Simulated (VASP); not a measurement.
A run of VASP 6.6.1 is set up as follows.

The input INCAR:

```
ALGO = Normal
EDIFF = 1E-6
ENCUT = 520
GGA = PS
ISIF = 2
ISMEAR = -1
LASPH = T
LCHARG = F
LREAL = F
LWAVE = F
NBANDS = 38
NELM = 100
PREC = Accurate
SIGMA = 0.1
```

Contents of KPOINTS:

```
k-points
0
Gamma
  6 6 6
```

POSCAR

```
InP3
1.0
    3.7244993001      2.1503406735      3.2950000000
   -3.7244993001      2.1503406735      3.2950000000
    0.0000000000     -4.3006813470      3.2950000000
In P
2 6
Direct
    0.2755000000      0.2755000000      0.2755000000
    0.7245000000      0.7245000000      0.7245000000
    0.7963000000      0.2414000000      0.7963000000
    0.7963000000      0.7963000000      0.2414000000
    0.2414000000      0.7963000000      0.7963000000
    0.2037000000      0.7586000000      0.2037000000
    0.7586000000      0.2037000000      0.2037000000
    0.2037000000      0.2037000000      0.7586000000
```

Potentials or basis: VASP PAW PBE potentials, release 64 (In_d, P).

Command:

```sh
$ cat potpaw_PBE.64/In_d/POTCAR potpaw_PBE.64/P/POTCAR > POTCAR
$ mpirun -np 1 vasp_std > vasp.out
```

What does it give for the pressure?

-0.2 GPa.

Estimate the largest force.

0.137 eV/Å.

Predict the band gap on the k mesh.

zero (band 28 reaches 6.91 eV, above the bottom of band 29 at 6.40 eV).

Forces on the atoms (eV/Å):
```
In   0.000  0.000 -0.091
In   0.000  0.000  0.091
P   -0.035  0.020 -0.131
P    0.000 -0.040 -0.131
P    0.035  0.020 -0.131
P    0.035 -0.020  0.131
P   -0.035 -0.020  0.131
P    0.000  0.040  0.131
```

Caveat: the PAW data sets were made with another functional, which shifts forces and pressure a little; spin-orbit coupling is left out, which moves the levels of the heavy elements.
